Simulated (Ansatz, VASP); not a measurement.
**RbS2I: VASP beside Ansatz**

POSCAR

```
RbS2I
1.0
    2.1481840000      3.7207630000      0.0000000000
   -2.1481840000      3.7207630000      0.0000000000
   -2.1481840000      1.2402510000      8.0901310000
S I Rb
2 1 1
Direct
    0.2323900000      0.5352200000      0.6971700000
    0.7676100000      0.4647800000      0.3028300000
    0.5000000000      0.0000000000      0.5000000000
    0.0000000000      0.0000000000      0.0000000000
```

The input INCAR.step1:

```
  ALGO = Normal
  EDIFF = 1E-4
  ENCUT = 520
  GGA = PE
  ISMEAR = 0
  LASPH = T
  LCHARG = F
  LREAL = F
  LWAVE = T
  NBANDS = 22
  NELM = 100
  PREC = Accurate
  SIGMA = 0.043
```

INCAR.step2

```
  ALGO = Normal
  EDIFF = 1E-7
  ENCUT = 520
  ISIF = 2
  ISMEAR = 0
  ISTART = 1
  LASPH = T
  LCHARG = F
  LMIXTAU = T
  LREAL = F
  LWAVE = F
  METAGGA = R2SCAN
  NBANDS = 22
  NELM = 100
  PREC = Accurate
  SIGMA = 0.043
```

The input KPOINTS:

```
k-points
0
Gamma
  9 9 9
```

Input for Ansatz:

```yaml
crystal:
  lattice:
    - [2.148184, 3.720763, 0.0]
    - [-2.148184, 3.720763, 0.0]
    - [-2.148184, 1.240251, 8.090131]
  atoms:
    - { symbol: S, position: [0.23239, 0.53522, 0.69717] }
    - { symbol: S, position: [0.76761, 0.46478, 0.30283] }
    - { symbol: I, position: [0.5, 0.0, 0.5] }
    - { symbol: Rb, position: [0.0, 0.0, 0.0] }
  symmetry: { tolerance: 0.0003 }
kpoints:
  mp_grid: { grid: [9, 9, 9], shift: [0, 0, 0] }
  band_path:
    path:
      - [0.0, 0.0, 0.0]
      - [0.0, 0.0, 0.5]
      - [0.31766513, -0.31766513, 0.18233487]
      - [0.31766513, -0.36466974, -0.18233487]
      - [0.5, 0.0, 0.0]
      - [0.0, 0.0, 0.0]
      - [0.34116744, -0.34116744, -0.34116744]
      - [0.31766513, -0.34116744, 0.0]
      - [0.0, -0.5, 0.0]
      - [0.0, 0.0, 0.0]
    npoints: 6
magnetization:
  spin_polarized: false
scf:
  occupations: { method: gaussian, width: 0.043 }
  lower_state_search: "off"
  max_iter: 200
hamiltonian:
  pseudopotentials: { kind: paw }
  xc: r2scan
basis:
  ecutwfc: 500
  fft_grid_basis: typed
output:
  forces: true
  stress: true
  eigenvalues: true
  bader: true
  populations: true
  elf: true
  write_potential: true
  volumetric_format: npy
  dos:
    e_range: [-12, 8]
    de: 0.05
    projected: { site_lists: { I: [I], Rb: [Rb], S: [S] } }
checkpoint:
  read: saved_state
```

Alike in both runs: task single point; functional r2SCAN; k mesh 9 × 9 × 9; occupations gaussian, width 0.043 eV; no spin polarisation.

|  | VASP | Ansatz |
| --- | --- | --- |
| version | VASP 6.6.1 | Ansatz 0.2.0 |
| potentials or method | VASP PAW PBE potentials, release 64 (S, I, Rb_sv), cutoff 520 eV | PAW plane waves |
| valence electrons in the cell | 28 | 38 |

```tsv
	VASP	Ansatz	Ansatz less VASP
pressure (GPa)	-1.6	-1.6	+0.04
traceless stress, the component that is largest in VASP (GPa)	-3.02	-3.03	-0.008
rms of the force components (eV/Å)	0.152	0.148	-0.0042
```

VASP's potentials were made for PBE, not for r2SCAN. Atom by atom the forces differ by 0.004 eV/Å (rms over components). VASP's potentials hold 28 valence electrons a cell and Ansatz's 38, so a difference there can come from the potentials and not from the codes. Ansatz's warnings: structure snapped to symmetry.

Neither program's run includes spin-orbit coupling.
